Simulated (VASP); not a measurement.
# MgO (P6_3/mmc) in VASP: further runs

MgO is run at these levels: PBE; tasks: single point.

All numbers are computed with VASP 6.6.1; they aren't measurements. Logs are shortened: lines on timing, memory, paths and dates and some standing lists are left out, and cuts for length are marked.

### 1 The cell of the first run

The structure is hexagonal, space group P6_3/mmc (No. 194). The conventional cell has a = 3.486 Å, b = 3.486 Å, c = 4.115 Å, α = 90.00°, β = 90.00°, γ = 120.00°. Within 2.7 Å of Mg (site symmetry -6m2) lie 5 O at 2.01 to 2.06 Å. O (site symmetry -6m2) has 5 Mg at 2.01 to 2.06 Å within 2.7 Å.

### 2 Single point, PBE (strain +0.000 along x and y, -0.015 along z)

INCAR reads:

```
SYSTEM = MgO
ALGO = Normal
EDIFF = 1E-6
ENCUT = 520
GGA = PE
ISIF = 2
ISMEAR = 0
LASPH = .TRUE.
LCHARG = .FALSE.
LREAL = .FALSE.
LWAVE = .FALSE.
NBANDS = 16
NELM = 60
PREC = Accurate
SIGMA = 0.05
```

KPOINTS reads:

```
k-points
0
G
  6 6 6
  0 0 0
```

POSCAR reads:

```
MgO
1.0
    3.4863778627      0.0000000000      0.0000000000
   -1.7431889314      3.0192917963      0.0000000000
    0.0000000000      0.0000000000      4.1153706017
Mg O
2 2
Direct
    0.6666666667      0.3333333333      0.7500000000
    0.3333333333      0.6666666667      0.2500000000
    0.6666666667      0.3333333333      0.2500000000
    0.3333333333      0.6666666667      0.7500000000
```

Potentials or basis: VASP PAW PBE potentials, release 64 (Mg, O).

On the command line:

```sh
$ cat potpaw_PBE.64/Mg/POTCAR potpaw_PBE.64/O/POTCAR > POTCAR
$ mpirun -np 1 vasp_std > vasp.out
```

OUTCAR:

```text
SYSTEM = MgO
   EDIFF = 1E-6
   ENCUT = 520
   GGA = PE
   ISIF = 2
   ISMEAR = 0
   LASPH = .TRUE.
   LREAL = .FALSE.
   NELM = 60
   PREC = Accurate

 ion  position               nearest neighbor table
   1  0.667  0.333  0.750-   4 2.01   4 2.01   4 2.01   3 2.06   3 2.06   2 2.88   2 2.88   2 2.88
                             2 2.88   2 2.88   2 2.88
   2  0.333  0.667  0.250-   3 2.01   3 2.01   3 2.01   4 2.06   4 2.06   1 2.88   1 2.88   1 2.88
                             1 2.88   1 2.88   1 2.88
   3  0.667  0.333  0.250-   2 2.01   2 2.01   2 2.01   1 2.06   1 2.06
   4  0.333  0.667  0.750-   1 2.01   1 2.01   1 2.01   2 2.06   2 2.06

  LATTYP: Found a hexagonal cell.
 ALAT       =     3.4863778627
 C/A-ratio  =     1.1804143910

  Lattice vectors:

 A1 = (   3.4863778627,   0.0000000000,   0.0000000000)
 A2 = (  -1.7431889314,   3.0192917963,   0.0000000000)
 A3 = (   0.0000000000,   0.0000000000,   4.1153706017)

Analysis of symmetry for initial positions (statically):
=====================================================================
 Subroutine PRICEL returns:
 Original cell was already a primitive cell.

 Routine SETGRP: Setting up the symmetry group for a
 hexagonal supercell.

 Subroutine GETGRP returns: Found 24 space group operations
 (whereof 12 operations were pure point group operations)
 out of a pool of 24 trial point group operations.

The static configuration has the point symmetry D_3d.
 The point group associated with its full space group is D_6h.

Analysis of symmetry for dynamics (positions and initial velocities):
=====================================================================
 Subroutine PRICEL returns:
 Original cell was already a primitive cell.

 Routine SETGRP: Setting up the symmetry group for a
 hexagonal supercell.

 Subroutine GETGRP returns: Found 24 space group operations
 (whereof 12 operations were pure point group operations)
 out of a pool of 24 trial point group operations.

The dynamic configuration has the point symmetry D_3d.
 The point group associated with its full space group is D_6h.

 Subroutine INISYM returns: Found 24 space group operations
 (whereof 12 operations are pure point group operations),
 and found     1 'primitive' translations

----------------------------------------------------------------------------------------

                                     Primitive cell

  volume of cell :      43.3200

  direct lattice vectors                    reciprocal lattice vectors
     3.486377863  0.000000000  0.000000000     0.286830642  0.165601748  0.000000000
    -1.743188931  3.019291796  0.000000000     0.000000000  0.331203497  0.000000000
     0.000000000  0.000000000  4.115370602     0.000000000  0.000000000  0.242991482

  length of vectors
     3.486377863  3.486377863  4.115370602     0.331203497  0.331203497  0.242991482

  position of ions in fractional coordinates (direct lattice)
     0.666666667  0.333333333  0.750000000
     0.333333333  0.666666667  0.250000000
     0.666666667  0.333333333  0.250000000
     0.333333333  0.666666667  0.750000000

  ion indices of the primitive-cell ions
   primitive index   ion index
                 1           1
                 2           2
                 3           3
                 4           4

----------------------------------------------------------------------------------------

 KPOINTS: k-points

Automatic generation of k-mesh.
 Grid dimensions read from file:
 generate k-points for:    6    6    6

 Generating k-lattice:

  Cartesian coordinates                     Fractional coordinates (reciprocal lattice)
     0.047805107  0.027600291  0.000000000     0.166666667 -0.000000000  0.000000000
     0.000000000  0.055200583  0.000000000     0.000000000  0.166666667  0.000000000
     0.000000000  0.000000000  0.040498580     0.000000000  0.000000000  0.166666667

  Length of vectors
     0.055200583  0.055200583  0.040498580

  Shift w.r.t. Gamma in fractional coordinates (k-lattice)
     0.000000000  0.000000000  0.000000000

 Subroutine IBZKPT returns following result:
 ===========================================

 Found     28 irreducible k-points:

 Following reciprocal coordinates:
            Coordinates               Weight
  0.000000  0.000000  0.000000      1.000000
  0.166667  0.000000  0.000000      6.000000
  0.333333  0.000000  0.000000      6.000000
  0.500000  0.000000  0.000000      3.000000
  0.166667  0.166667  0.000000      6.000000
  0.333333  0.166667  0.000000     12.000000
[... 16 lines left out ...]
  0.166667  0.000000  0.500000      6.000000
  0.333333  0.000000  0.500000      6.000000
 [... further k-points ...]
   k-points           NKPTS =     28   k-points in BZ     NKDIM =     28   number of bands    NBANDS=     16
   number of dos      NEDOS =    301   number of ions     NIONS =      4
   total plane-waves  NPLWV =  25088
   dimension x,y,z NGX =    28 NGY =   28 NGZ =   32
   dimension x,y,z NGXF=    56 NGYF=   56 NGZF=   64
   ions per type =               2   2
   NGX,Y,Z   is equivalent  to a cutoff of  13.35, 13.35, 12.93 a.u.
   NGXF,Y,Z  is equivalent  to a cutoff of  26.70, 26.70, 25.85 a.u.
 SYSTEM =  MgO
   PREC   = accura    normal or accurate (medium, high low for compatibility)
   ISTART =      0    job   : 0-new  1-cont  2-samecut
   ICHARG =      2    charge: 1-file 2-atom 10-const
   ISPIN  =      1    spin polarized calculation?
   LNONCOLLINEAR =      F non collinear calculations
   LSORBIT =      F    spin-orbit coupling
   LASPH  =      T    aspherical Exc in radial PAW
   ENCUT  =  520.0 eV  38.22 Ry    6.18 a.u.   6.48  6.48  7.65*2*pi/ulx,y,z
   NELM   =     60;   NELMIN=  2; NELMDL= -5     # of ELM steps
   EDIFF  = 0.1E-05   stopping-criterion for ELM
   LREAL  =      F    real-space projection
   EDIFFG = 0.1E-04   stopping-criterion for IOM
   NSW    =      0    number of steps for IOM
   IBRION =     -1    ionic relax: 0-MD 1-quasi-New 2-CG
   NFREE  =      0    steps in history (QN), initial steepest desc. (CG)
   ISIF   =      2    stress and relaxation
   ISYM   =      2    0-nonsym 1-usesym 2-fastsym
   POTIM  = 0.5000    time-step for ionic-motion
   TEBEG  =    0.0;   TEEND  =   0.0 temperature during run
   PSTRESS=    0.0 pullay stress
   NELECT =      16.0000    total number of electrons
   NUPDOWN=      -1.0000    fix difference up-down
   EMIN   =  10.00;   EMAX   =-10.00  energy-range for DOS
   EFERMI =   0.00;   METHOD = LEGACY
   ISMEAR =     0;   SIGMA  =   0.05  broadening in eV -4-tet -1-fermi 0-gaus
   EFERMI_NEDOS =   21; number of points for ismear=-14 and -15
   IALGO  =     38    algorithm
   IMIX   =      4    mixing-type and parameters
     AMIX     =   0.40;   BMIX     =  1.00
     AMIX_MAG =   1.60;   BMIX_MAG =  1.00
  volume/ion in A,a.u.               =      10.83        73.08
  Fermi-wavevector in a.u.,A,eV,Ry     =   1.174587  2.219648 18.771353  1.379655
  Thomas-Fermi vector in A             =   2.310982
   LORBIT       =      0    0 simple, 1 ext, 2 COOP (PROOUT), +10 PAW based schemes
   GGA     = PE    functional components
   LHFCALC =     F    Hartree Fock is set to
   AEXX    =    0.0000 exact exchange contribution
   IVDW    =     0    specifies the selected vdW correction
   LEPSILON=     F    determine dielectric tensor
   LRPA    =     F    only Hartree local field effects (RPA)
 non-spin polarized calculation
 Gauss-broadening in eV      SIGMA  =   0.05
  energy-cutoff  :      520.00
  volume of cell :       43.32
 maximum number of plane-waves:      1191
 NGX is ok and might be reduce to    28
   NGX = 13   NGY = 13   NGZ = 15

 number of electron      16.0000003 magnetization

 Free energy of the ion-electron system (eV)
  ---------------------------------------------------
  ext. energy  EPLUGINS =         0.00000000
  ---------------------------------------------------
  free energy    TOTEN  =       -23.62789209 eV

  energy without entropy =      -23.62789209  energy(sigma->0) =      -23.62789209

 E-fermi :   2.2902     XC(G=0): -10.1365

 val. band max:        2.0819503402   @ k =   0.0000   0.0000   0.0000
 cond. band min:       5.6146572558   @ k =   0.0000   0.0000   0.0000
 fundamental gap:      3.5327069157
 Fermi energy:         2.2901812857

 k-point     1 :       0.0000    0.0000    0.0000
  band No.  band energies     occupation
      1     -14.9083      2.00000
      2     -13.4438      2.00000
      3      -1.5616      2.00000
      4       0.3114      2.00000
      5       0.3114      2.00000
      6       1.2957      2.00000
[... 8 lines left out ...]
     15      17.7716      0.00000
     16      17.9110      0.00000

 k-point     2 :       0.1667    0.0000    0.0000
  band No.  band energies     occupation
      1     -14.7727      2.00000
      2     -13.4742      2.00000
      3      -1.3496      2.00000
      4      -0.1248      2.00000
      5       0.1142      2.00000
      6       0.7699      2.00000
[... 8 lines left out ...]
     15      16.9088      0.00000
     16      17.0685      0.00000

 k-point     3 :       0.3333    0.0000    0.0000
  band No.  band energies     occupation
      1     -14.4407      2.00000
      2     -13.5908      2.00000
      3      -1.0729      2.00000
      4      -0.7856      2.00000
      5      -0.1849      2.00000
      6       0.3135      2.00000
[... 8 lines left out ...]
     15      16.2644      0.00000
     16      17.0529      0.00000

 k-point     4 :       0.5000    0.0000    0.0000
  band No.  band energies     occupation
      1     -14.1933      2.00000
      2     -13.7284      2.00000
      3      -1.5001      2.00000
      4      -0.3095      2.00000
      5      -0.3000      2.00000
      6       0.1676      2.00000
[... 8 lines left out ...]
     15      16.8583      0.00000
     16      17.2107      0.00000

 k-point     5 :       0.1667    0.1667    0.0000
  band No.  band energies     occupation
      1     -14.5363      2.00000
      2     -13.5497      2.00000
      3      -0.9568      2.00000
      4      -0.7578      2.00000
      5      -0.2914      2.00000
      6       0.5622      2.00000
[... 8 lines left out ...]
     15      16.5902      0.00000
     16      16.7231      0.00000

 k-point     6 :       0.3333    0.1667    0.0000
  band No.  band energies     occupation
      1     -14.2032      2.00000
      2     -13.7184      2.00000
      3      -1.4379      2.00000
      4      -0.3313      2.00000
      5      -0.3294      2.00000
      6       0.2259      2.00000
[... 8 lines left out ...]
     15      16.9446      0.00000
     16      16.9996      0.00000
[... 267 lines left out ...]
 k-point    21 :       0.3333    0.3333    0.3333
  band No.  band energies     occupation
      1     -13.8728      2.00000
      2     -13.8728      2.00000
      3      -1.3472      2.00000
      4      -1.3472      2.00000
      5      -1.0468      2.00000
      6       0.3425      2.00000
[... 8 lines left out ...]
     15      17.9289      0.00000
     16      19.9845      0.00000

 k-point    22 :       0.0000    0.0000    0.5000
  band No.  band energies     occupation
      1     -14.1754      2.00000
      2     -14.1754      2.00000
      3      -0.3615      2.00000
      4      -0.3615      2.00000
      5       0.7825      2.00000
      6       0.7825      2.00000
[... 8 lines left out ...]
     15      18.3852      0.00000
     16      18.3852      0.00000

 k-point    23 :       0.1667    0.0000    0.5000
  band No.  band energies     occupation
      1     -14.1058      2.00000
      2     -14.1058      2.00000
      3      -0.8597      2.00000
      4      -0.8597      2.00000
      5       0.7179      2.00000
      6       0.7179      2.00000
[... 8 lines left out ...]
     15      18.0653      0.00000
     16      18.0653      0.00000

 k-point    24 :       0.3333    0.0000    0.5000
  band No.  band energies     occupation
      1     -13.9622      2.00000
      2     -13.9622      2.00000
      3      -1.5519      2.00000
      4      -1.5519      2.00000
      5       0.5935      2.00000
      6       0.5935      2.00000
[... 8 lines left out ...]
     15      17.3307      0.00000
     16      17.3307      0.00000

 [... further k-points ...]

------------------------ aborting loop because EDIFF is reached ----------------------------------------

  FORCE on cell =-STRESS in cart. coord.  units (eV):
  Direction    XX          YY          ZZ          XY          YZ          ZX
  --------------------------------------------------------------------------------------
  -------------------------------------------------------------------------------------
  Total        1.3435647      1.3435647      2.5151123     -0.0000000      0.0000000     -0.0000000
  in kB       49.6913354     49.6913354     93.0206706     -0.0000000      0.0000000     -0.0000000
  external PRESSURE =      64.1344471 kB  Pullay stress =       0.0000000 kB

 VOLUME and BASIS-vectors are now :
 -----------------------------------------------------------------------------
  energy-cutoff  :      520.00
  volume of cell :       43.32
      direct lattice vectors                 reciprocal lattice vectors
     3.486377863  0.000000000  0.000000000     0.286830642  0.165601748  0.000000000
    -1.743188931  3.019291796  0.000000000     0.000000000  0.331203497  0.000000000
     0.000000000  0.000000000  4.115370602     0.000000000  0.000000000  0.242991482

 POSITION                                       TOTAL-FORCE (eV/Angst)
 -----------------------------------------------------------------------------------
      1.74319      1.00643      3.08653         0.000000      0.000000      0.000000
     -0.00000      2.01286      1.02884        -0.000000      0.000000      0.000000
      1.74319      1.00643      1.02884         0.000000     -0.000000      0.000000
     -0.00000      2.01286      3.08653        -0.000000      0.000000      0.000000
 -----------------------------------------------------------------------------------
    total drift:                                0.000000     -0.000000      0.000000

  FREE ENERGIE OF THE ION-ELECTRON SYSTEM (eV)
  ---------------------------------------------------
  free  energy   TOTEN  =       -23.6278920888 eV

  energy  without entropy=      -23.6278920888  energy(sigma->0) =      -23.62789209
```

Run time: 22 s. Hardware: 1 thread of AMD EPYC 7R13 (Zen 3), shared host; peak memory 0.13 GiB.

What came out:

```
Free energy            : -23.6279 eV
Pressure               : 6.4 GPa
Band gap on the k mesh : 3.53 eV, direct
```

Levels at points of the mesh, in eV from the valence-band top:
```csv
k point,band 6,band 7,band 8,band 9,band 10,band 11
"(0.00, 0.00, 0.00)",-0.79,-0.79,0.00,3.53,9.69,12.54
"(0.50, 0.00, 0.00)",-1.91,-1.31,-0.48,7.03,9.30,10.05
"(0.00, 0.00, 0.50)",-1.30,-1.30,-1.30,6.58,6.58,12.93
"(0.50, 0.00, 0.50)",-1.55,-0.80,-0.80,7.41,7.41,12.19
```

Caveat: the cell differs from its parent crystal (strain +0.000 along x and y, -0.015 along z).

### 3 Single point, PBE (strain -0.015 along x and y, +0.015 along z)

INCAR reads:

```
ALGO = Normal
EDIFF = 1E-7
ENCUT = 520
GGA = PE
ISIF = 2
ISMEAR = 0
LASPH = True
LCHARG = False
LREAL = False
LWAVE = False
NBANDS = 16
NELM = 80
PREC = Accurate
SIGMA = 0.05
```

KPOINTS reads:

```
k-points
0
Gamma
  6 6 6
```

POSCAR reads:

```
MgO
1.0
    3.4340821948      0.0000000000      0.0000000000
   -1.7170410974      2.9740024193      0.0000000000
    0.0000000000      0.0000000000      4.2407118383
Mg O
2 2
Direct
    0.6666666667      0.3333333333      0.7500000000
    0.3333333333      0.6666666667      0.2500000000
    0.6666666667      0.3333333333      0.2500000000
    0.3333333333      0.6666666667      0.7500000000
```

Potentials or basis: VASP PAW PBE potentials, release 64 (Mg, O).

On the command line:

```sh
$ cat potpaw_PBE.64/Mg/POTCAR potpaw_PBE.64/O/POTCAR > POTCAR
$ mpirun -np 1 vasp_std > vasp.out
```

Run time: 22 s. Hardware: 1 thread of AMD EPYC 7R13 (Zen 3), shared host; peak memory 0.14 GiB.

The run converged. Its results:

```
Free energy            : -23.6248 eV
Pressure               : 6.3 GPa
Band gap on the k mesh : 3.48 eV, direct
```

Stress tensor (GPa, compression positive):
```
7.94 0.00 0.00
0.00 7.94 0.00
0.00 0.00 3.16
```

Levels at points of the mesh, in eV from the valence-band top:
```tsv
k point	band 5	band 6	band 7	band 8	band 9	band 10	band 11	band 12
(0.00, 0.00, 0.00)	-1.76	-0.90	-0.90	0.00	3.48	9.49	12.08	12.82
(0.50, 0.00, 0.00)	-2.36	-2.13	-1.34	-0.64	7.08	9.15	9.67	12.26
(0.00, 0.00, 0.50)	-1.35	-1.35	-1.35	-1.35	6.50	6.50	13.18	13.18
(0.50, 0.00, 0.50)	-1.60	-1.60	-0.90	-0.90	7.34	7.34	12.07	12.07
```

Caveat: the cell differs from its parent crystal (strain -0.015 along x and y, +0.015 along z).

### 4 Single point, PBE (strain -0.015 along x and y, +0.030 along z)

INCAR reads:

```
SYSTEM = MgO
PREC     = Accurate       ! precision mode
ENCUT    = 520            ! plane-wave cutoff, eV
EDIFF    = 1E-6           ! SCF threshold, eV
ISMEAR   = 0              ! smearing method
SIGMA    = 0.05           ! smearing width, eV
LREAL    = .FALSE.        ! projectors in reciprocal space
LASPH    = .TRUE.         ! aspherical terms in the spheres
NELM     = 80             ! most SCF steps
ALGO     = Normal         ! electronic algorithm
ISIF     = 2              ! what is computed and relaxed
LWAVE    = .FALSE.        ! write WAVECAR
LCHARG   = .FALSE.        ! write CHGCAR
GGA      = PE             ! functional
NBANDS   = 16             ! bands
```

KPOINTS reads:

```
Automatic mesh
0
G
  6 6 6
  0 0 0
```

Changes to POSCAR since step 3:

```diff
@@ -4,3 +4,3 @@
    -1.7170410974      2.9740024193      0.0000000000
-    0.0000000000      0.0000000000      4.2407118383
+    0.0000000000      0.0000000000      4.3033824566
 Mg O
```

On the command line:

```sh
$ cat potpaw_PBE.64/Mg/POTCAR potpaw_PBE.64/O/POTCAR > POTCAR
$ mpirun -np 1 vasp_std > vasp.out
```

Wall time 20 s (1 thread of AMD EPYC 7R13 (Zen 3), shared host); peak memory 0.14 GiB.

The run converged. Its results:

- Free energy: -23.6310 eV
- Pressure: 4.4 GPa
- Band gap on the k mesh: 3.39 eV, direct

Stress tensor (GPa, compression positive):
```
 6.71  0.00  0.00
 0.00  6.71  0.00
 0.00  0.00 -0.27
```

Levels at points of the mesh, in eV from the valence-band top:
| k point | band 6 | band 7 | band 8 | band 9 | band 10 | band 11 |
| --- | --- | --- | --- | --- | --- | --- |
| (0.00, 0.00, 0.00) | -0.91 | -0.91 | 0.00 | 3.39 | 9.31 | 11.82 |
| (0.50, 0.00, 0.00) | -2.17 | -1.33 | -0.68 | 7.06 | 8.96 | 9.52 |
| (0.00, 0.00, 0.50) | -1.33 | -1.33 | -1.33 | 6.39 | 6.39 | 13.17 |
| (0.50, 0.00, 0.50) | -1.58 | -0.91 | -0.91 | 7.26 | 7.26 | 11.85 |

Caveat: the cell differs from its parent crystal (strain -0.015 along x and y, +0.030 along z).

### 5 Overview

```tsv
cell	gap on the mesh (eV)	pressure (GPa)
a = 3.486, b = 3.486, c = 4.115 Å, angles 90.0, 90.0, 120.0°, 4 atoms	3.53	6.4
a = 3.434, b = 3.434, c = 4.241 Å, angles 90.0, 90.0, 120.0°, 4 atoms	3.48	6.3
a = 3.434, b = 3.434, c = 4.303 Å, angles 90.0, 90.0, 120.0°, 4 atoms	3.39	4.4
```

Alike in all rows: task single point; level PBE; potentials or basis VASP PAW PBE potentials, release 64 (Mg, O); no spin polarisation; k mesh 6 × 6 × 6; cutoff (eV) 520; smearing gaussian 0.05 eV.

Total energies depend on the potentials used, so only differences within one code and one set of settings carry meaning.
